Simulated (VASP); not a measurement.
AlAs, 2 atoms in the cell. It takes space group F-43m (No. 216, cubic). Conventional cell: a = 5.702 Å, b = 5.702 Å, c = 5.702 Å, α = 90.00°, β = 90.00°, γ = 90.00°. Within 3.3 Å of Al (site symmetry -43m) lie 4 As at 2.47 Å. As (site symmetry -43m) has 4 Al at 2.47 Å within 3.3 Å. 

* Program: VASP 6.6.1
* Task: vibrations by perturbation theory
* Functional: PBEsol
* Potentials or basis: VASP PAW PBE potentials, release 64 (Al, As)
* Cutoff: 500 eV
* k mesh: 8 × 8 × 8
* Occupations: gaussian, width 0.01 eV
* Spin: no spin polarisation
* Dipole correction: no
* Further INCAR settings: ALGO = Normal; EDIFF = 1e-08; NBANDS = 11; IBRION = 8; NSW = 1

Potentials or basis: VASP PAW PBE potentials, release 64 (Al, As).

Command:

```sh
$ cat potpaw_PBE.64/Al/POTCAR potpaw_PBE.64/As/POTCAR > POTCAR
$ mpirun -np 1 vasp_std > vasp.out
```

Hardware: 1 thread of Intel(R) Xeon(R) Platinum 8488C (Sapphire Rapids) (shared host).

**Question.** How long does it take, and how much memory?

**Answer.** It took 5.6 min on 1 thread of Intel(R) Xeon(R) Platinum 8488C (Sapphire Rapids), with other jobs on the host, peak memory 0.27 GiB. Counts: scf iterations 129, k points 29.
